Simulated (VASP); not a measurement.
# BiTe (I4/mmm) in VASP: single point with PBEsol

Aim: the single point of BiTe with PBEsol.

All numbers are computed with VASP 6.6.1; they aren't measurements. Logs are shortened: lines on timing, memory, paths and dates and some standing lists are left out, and cuts for length are marked.

## (1) The cell of the first run

Symmetry: I4/mmm, No. 139, tetragonal system. The conventional cell has a = 4.725 Å, b = 4.725 Å, c = 6.307 Å, α = 90.00°, β = 90.00°, γ = 90.00°. Bi (site symmetry 4/mmm) has 6 Te at 3.15 to 3.34 Å within 4.1 Å. Within 4.1 Å of Te (site symmetry 4/mmm) lie 6 Bi at 3.15 to 3.34 Å.

## (2) Single point, PBEsol (biaxial strain in the a-b plane: +4.5 %, then relaxed in part)

Contents of INCAR:

```
SYSTEM = BiTe
ALGO = Normal
EDIFF = 1E-7
ENCUT = 520
GGA = PS
ISIF = 2
ISMEAR = 0
LASPH = .TRUE.
LCHARG = .TRUE.
LELF = .TRUE.
LREAL = .FALSE.
LVHAR = .TRUE.
LWAVE = .FALSE.
NBANDS = 29
NELM = 100
PREC = Accurate
SIGMA = 0.1
```

Contents of KPOINTS:

```
k-points
0
G
  12 12 8
  0 0 0
```

Contents of POSCAR:

```
BiTe
1.0
    3.3410257544      3.3410257544      0.0000000000
   -3.3410257544      3.3410257544      0.0000000000
    0.0000000000      0.0000000000      6.3071869542
Bi Te
2 2
Direct
    0.0000000000      0.0000000000      0.0000000000
    0.5000000000      0.5000000000      0.5000000000
    0.5000000000      0.5000000000      0.0000000000
    0.0000000000      0.0000000000      0.5000000000
```

Potentials or basis: VASP PAW PBE potentials, release 64 (Bi_d, Te).

On the command line:

```console
$ cat potpaw_PBE.64/Bi_d/POTCAR potpaw_PBE.64/Te/POTCAR > POTCAR
$ mpirun -np 1 vasp_std > vasp.out
```

OUTCAR:

```text
SYSTEM = BiTe
   EDIFF = 1E-7
   ENCUT = 520
   GGA = PS
   ISIF = 2
   ISMEAR = 0
   LASPH = .TRUE.
   LREAL = .FALSE.
   NELM = 100
   PREC = Accurate

 ion  position               nearest neighbor table
   1  0.000  0.000  0.000-   4 3.15   4 3.15   3 3.34   3 3.34   3 3.34   3 3.34
   2  0.500  0.500  0.500-   3 3.15   3 3.15   4 3.34   4 3.34   4 3.34   4 3.34
   3  0.500  0.500  0.000-   2 3.15   2 3.15   1 3.34   1 3.34   1 3.34   1 3.34
   4  0.000  0.000  0.500-   1 3.15   1 3.15   2 3.34   2 3.34   2 3.34   2 3.34

  LATTYP: Found a simple tetragonal cell.
 ALAT       =     4.7249239341
 C/A-ratio  =     1.3348758715

  Lattice vectors:

 A1 = (   3.3410257544,   3.3410257544,   0.0000000000)
 A2 = (  -3.3410257544,   3.3410257544,   0.0000000000)
 A3 = (   0.0000000000,   0.0000000000,   6.3071869542)

Analysis of symmetry for initial positions (statically):
=====================================================================
 Subroutine PRICEL returns following result:

  LATTYP: Found a body centered tetragonal cell.
 ALAT       =     4.7249239341
 C/A-ratio  =     1.3348758715

  Lattice vectors:

 A1 = (   0.0000000000,  -3.3410257544,  -3.1535934771)
 A2 = (   0.0000000000,   3.3410257544,  -3.1535934771)
 A3 = (   3.3410257544,   0.0000000000,   3.1535934771)

   2 primitive cells build up your supercell.

 Routine SETGRP: Setting up the symmetry group for a
 simple tetragonal supercell.

 Subroutine GETGRP returns: Found 16 space group operations
 (whereof 16 operations were pure point group operations)
 out of a pool of 16 trial point group operations.

The static configuration has the point symmetry D_4h.

Analysis of symmetry for dynamics (positions and initial velocities):
=====================================================================
 Subroutine PRICEL returns following result:

  LATTYP: Found a body centered tetragonal cell.
 ALAT       =     4.7249239341
 C/A-ratio  =     1.3348758715

  Lattice vectors:

 A1 = (   0.0000000000,  -3.3410257544,  -3.1535934771)
 A2 = (   0.0000000000,   3.3410257544,  -3.1535934771)
 A3 = (   3.3410257544,   0.0000000000,   3.1535934771)

   2 primitive cells build up your supercell.

 Routine SETGRP: Setting up the symmetry group for a
 simple tetragonal supercell.

 Subroutine GETGRP returns: Found 16 space group operations
 (whereof 16 operations were pure point group operations)
 out of a pool of 16 trial point group operations.

The dynamic configuration has the point symmetry D_4h.

 Subroutine INISYM returns: Found 16 space group operations
 (whereof 16 operations are pure point group operations),
 and found     2 'primitive' translations

----------------------------------------------------------------------------------------

                                     Primitive cell

  volume of cell :      70.4037

  direct lattice vectors                    reciprocal lattice vectors
     0.000000000 -3.341025754 -3.153593477     0.149654638 -0.149654638 -0.158549288
     0.000000000  3.341025754 -3.153593477     0.149654638  0.149654638 -0.158549288
     3.341025754  0.000000000  3.153593477     0.299309276  0.000000000  0.000000000

  length of vectors
     4.594301352  4.594301352  4.594301352     0.264444508  0.264444508  0.299309276

  position of ions in fractional coordinates (direct lattice)
     0.000000000  0.000000000  0.000000000
     0.500000000  0.500000000  0.000000000

  ion indices of the primitive-cell ions
   primitive index   ion index
                 1           1
                 2           4

----------------------------------------------------------------------------------------

 KPOINTS: k-points

Automatic generation of k-mesh.
 Grid dimensions read from file:
 generate k-points for:   12   12    8

 Generating k-lattice:

  Cartesian coordinates                     Fractional coordinates (reciprocal lattice)
     0.012471220  0.012471220  0.000000000     0.083333333  0.000000000  0.000000000
    -0.012471220  0.012471220  0.000000000     0.000000000  0.083333333  0.000000000
     0.000000000  0.000000000  0.019818661     0.000000000  0.000000000  0.125000000

  Length of vectors
     0.017636968  0.017636968  0.019818661

  Shift w.r.t. Gamma in fractional coordinates (k-lattice)
     0.000000000  0.000000000  0.000000000

 Subroutine IBZKPT returns following result:
 ===========================================

 Found    140 irreducible k-points:

 Following reciprocal coordinates:
            Coordinates               Weight
  0.000000  0.000000  0.000000      1.000000
  0.083333  0.000000  0.000000      4.000000
  0.166667  0.000000  0.000000      4.000000
  0.250000  0.000000  0.000000      4.000000
  0.333333  0.000000  0.000000      4.000000
  0.416667  0.000000  0.000000      4.000000
[... 16 lines left out ...]
  0.333333  0.333333  0.000000      4.000000
  0.416667  0.333333  0.000000      8.000000
 [... further k-points ...]
   k-points           NKPTS =    140   k-points in BZ     NKDIM =    140   number of bands    NBANDS=     29
   number of dos      NEDOS =    301   number of ions     NIONS =      4
   total plane-waves  NPLWV =  62208
   dimension x,y,z NGX =    36 NGY =   36 NGZ =   48
   dimension x,y,z NGXF=    72 NGYF=   72 NGZF=   96
   ions per type =               2   2
   NGX,Y,Z   is equivalent  to a cutoff of  12.67, 12.67, 12.65 a.u.
   NGXF,Y,Z  is equivalent  to a cutoff of  25.33, 25.33, 25.30 a.u.
 SYSTEM =  BiTe
   PREC   = accura    normal or accurate (medium, high low for compatibility)
   ISTART =      0    job   : 0-new  1-cont  2-samecut
   ICHARG =      2    charge: 1-file 2-atom 10-const
   ISPIN  =      1    spin polarized calculation?
   LNONCOLLINEAR =      F non collinear calculations
   LSORBIT =      F    spin-orbit coupling
   LASPH  =      T    aspherical Exc in radial PAW
   ENCUT  =  520.0 eV  38.22 Ry    6.18 a.u.   8.79  8.79 11.73*2*pi/ulx,y,z
   NELM   =    100;   NELMIN=  2; NELMDL= -5     # of ELM steps
   EDIFF  = 0.1E-06   stopping-criterion for ELM
   LREAL  =      F    real-space projection
   EDIFFG = 0.1E-05   stopping-criterion for IOM
   NSW    =      0    number of steps for IOM
   IBRION =     -1    ionic relax: 0-MD 1-quasi-New 2-CG
   NFREE  =      0    steps in history (QN), initial steepest desc. (CG)
   ISIF   =      2    stress and relaxation
   ISYM   =      2    0-nonsym 1-usesym 2-fastsym
   POTIM  = 0.5000    time-step for ionic-motion
   TEBEG  =    0.0;   TEEND  =   0.0 temperature during run
   PSTRESS=    0.0 pullay stress
   NELECT =      42.0000    total number of electrons
   NUPDOWN=      -1.0000    fix difference up-down
   EMIN   =  10.00;   EMAX   =-10.00  energy-range for DOS
   EFERMI =   0.00;   METHOD = LEGACY
   ISMEAR =     0;   SIGMA  =   0.10  broadening in eV -4-tet -1-fermi 0-gaus
   EFERMI_NEDOS =   21; number of points for ismear=-14 and -15
   IALGO  =     38    algorithm
   IMIX   =      4    mixing-type and parameters
     AMIX     =   0.40;   BMIX     =  1.00
     AMIX_MAG =   1.60;   BMIX_MAG =  1.00
  volume/ion in A,a.u.               =      35.20       237.55
  Fermi-wavevector in a.u.,A,eV,Ry     =   1.093829  2.067037 16.278856  1.196462
  Thomas-Fermi vector in A             =   2.230122
   LORBIT       =      0    0 simple, 1 ext, 2 COOP (PROOUT), +10 PAW based schemes
   GGA     = PS    functional components
   LHFCALC =     F    Hartree Fock is set to
   AEXX    =    0.0000 exact exchange contribution
   IVDW    =     0    specifies the selected vdW correction
   LEPSILON=     F    determine dielectric tensor
   LRPA    =     F    only Hartree local field effects (RPA)
 non-spin polarized calculation
 Gauss-broadening in eV      SIGMA  =   0.10
  energy-cutoff  :      520.00
  volume of cell :      140.81
 maximum number of plane-waves:      3832
 NGX is ok and might be reduce to    36
   NGX = 17   NGY = 17   NGZ = 23

 number of electron      41.9999997 magnetization

 Free energy of the ion-electron system (eV)
  ---------------------------------------------------
  ext. energy  EPLUGINS =         0.00000000
  ---------------------------------------------------
  free energy    TOTEN  =       -15.80050539 eV

  energy without entropy =      -15.78639777  energy(sigma->0) =      -15.79345158

 E-fermi :   6.0010     XC(G=0):  -9.4183

 val. band max:        5.9843188662   @ k =   0.3333   0.0833   0.2500
 cond. band min:       6.0015493249   @ k =   0.2500   0.1667   0.3750
 fundamental gap:      0.0172304587
 Fermi energy:         6.0009523896

 k-point     1 :       0.0000    0.0000    0.0000
  band No.  band energies     occupation
      1     -17.0608      2.00000
      2     -17.0473      2.00000
      3     -17.0345      2.00000
      4     -17.0345      2.00000
      5     -17.0244      2.00000
      6     -17.0244      2.00000
[... 21 lines left out ...]
     28      10.5957      0.00000
     29      11.0162      0.00000

 k-point     2 :       0.0833    0.0000    0.0000
  band No.  band energies     occupation
      1     -17.0604      2.00000
      2     -17.0474      2.00000
      3     -17.0344      2.00000
      4     -17.0343      2.00000
      5     -17.0247      2.00000
      6     -17.0245      2.00000
[... 21 lines left out ...]
     28      10.6350      0.00000
     29      11.1657      0.00000

 k-point     3 :       0.1667    0.0000    0.0000
  band No.  band energies     occupation
      1     -17.0594      2.00000
      2     -17.0476      2.00000
      3     -17.0341      2.00000
      4     -17.0338      2.00000
      5     -17.0254      2.00000
      6     -17.0250      2.00000
[... 21 lines left out ...]
     28      10.7529      0.00000
     29      11.0549      0.00000

 k-point     4 :       0.2500    0.0000    0.0000
  band No.  band energies     occupation
      1     -17.0578      2.00000
      2     -17.0482      2.00000
      3     -17.0336      2.00000
      4     -17.0329      2.00000
      5     -17.0265      2.00000
      6     -17.0258      2.00000
[... 597 lines left out ...]
     28      10.1985      0.00000
     29      13.5879      0.00000

 k-point    23 :       0.3333    0.3333    0.0000
  band No.  band energies     occupation
      1     -17.0535      2.00000
      2     -17.0501      2.00000
      3     -17.0364      2.00000
      4     -17.0340      2.00000
      5     -17.0266      2.00000
      6     -17.0241      2.00000
[... 21 lines left out ...]
     28      10.5896      0.00000
     29      12.3338      0.00000

 k-point    24 :       0.4167    0.3333    0.0000
  band No.  band energies     occupation
      1     -17.0525      2.00000
      2     -17.0508      2.00000
      3     -17.0365      2.00000
      4     -17.0352      2.00000
      5     -17.0255      2.00000
      6     -17.0242      2.00000
[... 21 lines left out ...]
     28      10.3891      0.00000
     29      13.1948      0.00000

 [... further k-points ...]

------------------------ aborting loop because EDIFF is reached ----------------------------------------

  FORCE on cell =-STRESS in cart. coord.  units (eV):
  Direction    XX          YY          ZZ          XY          YZ          ZX
  --------------------------------------------------------------------------------------
  -------------------------------------------------------------------------------------
  Total       -4.0389227     -4.0389227     -0.0153695      0.0000000      0.0000000      0.0000000
  in kB      -45.9569058    -45.9569058     -0.1748817      0.0000000      0.0000000      0.0000000
  external PRESSURE =     -30.6962311 kB  Pullay stress =       0.0000000 kB

 VOLUME and BASIS-vectors are now :
 -----------------------------------------------------------------------------
  energy-cutoff  :      520.00
  volume of cell :      140.81
      direct lattice vectors                 reciprocal lattice vectors
     3.341025754  3.341025754  0.000000000     0.149654638  0.149654638  0.000000000
    -3.341025754  3.341025754  0.000000000    -0.149654638  0.149654638  0.000000000
     0.000000000  0.000000000  6.307186954     0.000000000  0.000000000  0.158549288

 POSITION                                       TOTAL-FORCE (eV/Angst)
 -----------------------------------------------------------------------------------
      0.00000      0.00000      0.00000         0.000000     -0.000000      0.000000
      0.00000      3.34103      3.15359        -0.000000      0.000000     -0.000000
      0.00000      3.34103      0.00000         0.000000     -0.000000      0.000000
      0.00000      0.00000      3.15359         0.000000      0.000000      0.000000
 -----------------------------------------------------------------------------------
    total drift:                               -0.000000      0.000000      0.000000

  FREE ENERGIE OF THE ION-ELECTRON SYSTEM (eV)
  ---------------------------------------------------
  free  energy   TOTEN  =       -15.8005053873 eV

  energy  without entropy=      -15.7863977729  energy(sigma->0) =      -15.79345158
```

It took 6.6 min on 1 thread of Intel Xeon 6975P-C, shared host; peak memory 0.59 GiB.

Results:

| Property | Result |
| --- | --- |
| Free energy | -15.8005 eV |
| Pressure | -3.1 GPa |
| Band gap on the k mesh | zero (band 21 reaches 8.52 eV, above the bottom of band 22 at 5.12 eV) |

Caveat: the cell differs from its parent crystal (biaxial strain in the a-b plane: +4.5 %, then relaxed in part); the PAW data sets were made with another functional, which shifts forces and pressure a little; spin-orbit coupling is left out, which moves the levels of the heavy elements.
